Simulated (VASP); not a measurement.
Input of a VASP 6.6.1 run:

File INCAR:

```
SYSTEM = Ca3Y
PREC = Accurate
ENCUT = 520
EDIFF = 1E-7
ISMEAR = 1
SIGMA = 0.1
LREAL = .FALSE.
LASPH = .TRUE.
NELM = 100
ALGO = Normal
ISIF = 2
LWAVE = .FALSE.
LCHARG = .TRUE.
GGA = CA
LELF = .TRUE.
LVHAR = .TRUE.
NBANDS = 28
```

KPOINTS

```
Automatic mesh
0
G
  5 5 5
  0 0 0
```

Contents of POSCAR:

```
Ca3Y
1.0
    5.3210467817      0.0000000000      0.0000000000
    0.0000000000      5.3210467817      0.0000000000
    0.0000000000      0.0000000000      5.3210467817
Ca Y
3 1
Direct
    0.0000000000      0.5000000000      0.5000000000
    0.5000000000      0.0000000000      0.5000000000
    0.5000000000      0.5000000000      0.0000000000
    0.0000000000      0.0000000000      0.0000000000
```

Potentials or basis: VASP PAW LDA potentials, release 64 (Ca_sv, Y_sv).

The run is started by

```bash
$ cat potpaw_LDA.64/Ca_sv/POTCAR potpaw_LDA.64/Y_sv/POTCAR > POTCAR
$ mpirun -np 1 vasp_std > vasp.out
```

Question: Estimate the band gap on the k mesh.

Answer: Zero (an odd number of electrons rules out a gap without spin polarisation).

Question: Estimate the pressure.

Answer: -1.3 GPa.
